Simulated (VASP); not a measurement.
## NaAl2Rh3: single point with PBE

Crystal: NaAl2Rh3.

```
Na Al Rh
1.0
     5.06569    0.00000    0.00000
    -2.53284    4.38701    0.00000
     0.00000    0.00000    4.09233
Na Al Rh
1 2 3
Cartesian
  0.0000 0.0000 0.0000
  0.0000 2.9247 0.0000
  2.5328 1.4623 0.0000
  2.5328 0.0000 2.0462
  -1.2664 2.1935 2.0462
  1.2664 2.1935 2.0462
```

The cell was built from a structure type or drawn by symmetry, and may not be a known phase.

```
Program                : VASP 6.6.1
Task                   : single point
Functional             : PBE
Potentials or basis    : VASP PAW PBE potentials, release 64 (Na_pv, Al, Rh_pv)
Cutoff                 : 520 eV
k mesh                 : 6 × 6 × 4
Occupations            : gaussian, width 0.1 eV
Spin                   : no spin polarisation
Dipole correction      : no
Further INCAR settings : ALGO = Normal; EDIFF = 1e-06; NBANDS = 38
```

```yaml
Pressure: 18.6 GPa
Band_gap_on_the_k_mesh: zero (bands 29 and 30 overlap by 0.96 eV)
```

Stress tensor (GPa, compression positive):
```
26.99  0.00  0.00
 0.00 26.99  0.00
 0.00  0.00  1.84
```

Levels at points of the mesh, in eV from the Fermi level:
| k point | band 25 | band 26 | band 27 | band 28 | band 29 | band 30 | band 31 | band 32 | band 33 | band 34 |
| --- | --- | --- | --- | --- | --- | --- | --- | --- | --- | --- |
| (0.00, 0.00, 0.00) | -0.26 | -0.20 | -0.07 | -0.07 | 0.04 | 0.71 | 0.71 | 2.24 | 4.12 | 4.12 |
| (0.50, 0.00, 0.00) | -1.85 | -1.73 | -1.71 | -0.23 | -0.14 | 0.33 | 2.88 | 2.98 | 5.32 | 5.67 |
| (0.00, 0.00, 0.50) | -0.57 | -0.36 | -0.36 | -0.30 | -0.01 | -0.01 | 0.72 | 2.24 | 3.93 | 3.93 |
| (0.50, 0.00, 0.50) | -1.83 | -1.72 | -1.59 | -1.32 | -0.65 | -0.33 | -0.13 | 0.35 | 3.04 | 4.28 |

It took 54 s on 1 thread of Intel(R) Xeon(R) Platinum 8375C CPU @ 2.90GHz (Ice Lake) (shared host), peak memory 0.24 GiB.

Caveat: the k points lie up to 0.38 Å⁻¹ apart, too coarse for converged energies and pressures of a metal.
